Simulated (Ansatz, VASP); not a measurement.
# Cd in VASP and in Ansatz

File INCAR:

```
ALGO = Normal
EDIFF = 1E-6
ENCUT = 520
ISIF = 2
ISMEAR = 0
LASPH = T
LCHARG = F
LREAL = F
LWAVE = F
NBANDS = 19
NELM = 100
PREC = Accurate
SIGMA = 0.3
```

KPOINTS

```
k-points
0
Gamma
  13 13 6
```

Contents of POSCAR:

```
Cd
1.0
    2.8818641727      0.0000000000      0.0000000000
   -1.4409320863      2.4957675838      0.0000000000
    0.0000000000      0.0000000000      5.6383707528
Cd
2
Direct
    0.3333333333      0.6666666667      0.2500000000
    0.6666666667      0.3333333333      0.7500000000
```

Input for Ansatz:

```yaml
crystal:
  lattice:
    - [2.8818641727, 0.0, 0.0]
    - [-1.4409320863, 2.4957675838, 0.0]
    - [0.0, 0.0, 5.6383707528]
  atoms:
    - { symbol: Cd, position: [0.3333333333, 0.6666666667, 0.25] }
    - { symbol: Cd, position: [0.6666666667, 0.3333333333, 0.75] }
hamiltonian:
  xc: lda
  pseudopotentials:
    kind: paw
    azcp:
      Cd: "pseudopotentials/Cd.paw.azcp"
basis:
  ecutwfc: 420
  fft_grid_basis: typed
kpoints:
  mp_grid: { grid: [13, 13, 6], shift: [0, 0, 0] }
magnetization:
  spin_polarized: false
scf:
  occupations: { method: gaussian, width: 0.3 }
  lower_state_search: "off"
output:
  stress: true
```

Alike in both runs: task single point; functional LDA; k mesh 13 × 13 × 6; occupations gaussian, width 0.3 eV; no spin polarisation.

|  | VASP | Ansatz |
| --- | --- | --- |
| version | VASP 6.6.1 | Ansatz 0.2.0 |
| potentials or method | VASP PAW LDA potentials, release 64 (Cd), cutoff 520 eV | plane waves (420 eV) with PAW, scalar-relativistic |
| valence electrons in the cell | 24 | 40 |

Ansatz gave:

```
pressure (GPa)                                                : 0.1
traceless stress, the component that is largest in VASP (GPa) : -1.77
```

**Question.** Estimate VASP's values.

**Answer.** Pressure (GPa): 0.8; traceless stress, the component that is largest in VASP (GPa): -2.16.

Ansatz warns that its potentials were made for another functional, while VASP's fit it. LDA's correlation is that of Perdew and Zunger in VASP and of Perdew and Wang (1992) in Ansatz. VASP's potentials hold 24 valence electrons a cell and Ansatz's 40, so a difference there can come from the potentials and not from the codes.
